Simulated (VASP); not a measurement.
Wanted: the native input for a VASP 6.6.1 run.

```
Task                   : single point
Functional             : PBEsol
Potentials or basis    : VASP PAW PBE potentials, release 64 (Al)
Cutoff                 : 520 eV
k mesh                 : 4 × 4 × 4
Occupations            : methfessel-paxton, width 0.1 eV
Spin                   : no spin polarisation
Dipole correction      : no
Further INCAR settings : ALGO = Normal; EDIFF = 1e-07; NBANDS = 8
```

The structure of Al lies in POSCAR:

```
Al
1.0
    2.7560720000      0.0000000000      0.0000000000
   -0.9186906379      2.5984496110      0.0000000000
   -0.9186906379     -1.2992247445      2.2503234088
Al
1
Direct
    0.0000000000      0.0000000000      0.0000000000
```

The input as run:

INCAR

```
  PREC = Accurate
  ENCUT = 520
  EDIFF = 1E-7
  ISMEAR = 1
  SIGMA = 0.1
  LREAL = False
  LASPH = True
  NELM = 60
  ALGO = Normal
  ISIF = 2
  LWAVE = False
  LCHARG = False
  GGA = PS
  NBANDS = 8
```

KPOINTS

```
Automatic mesh
0
Gamma
  4 4 4
```

Potentials or basis: VASP PAW PBE potentials, release 64 (Al).

Run with:

```bash
$ cat potpaw_PBE.64/Al/POTCAR > POTCAR
$ mpirun -np 1 vasp_std > vasp.out
```

It gave:

```yaml
Pressure: 3.0 GPa
```

Caveat: the k points lie up to 0.70 Å⁻¹ apart; the PAW data sets were made with another functional, which shifts forces and pressure a little.

Run time: 1.6 s on 1 thread of Intel Xeon 8259CL, with other jobs on the host, peak memory 0.11 GiB.
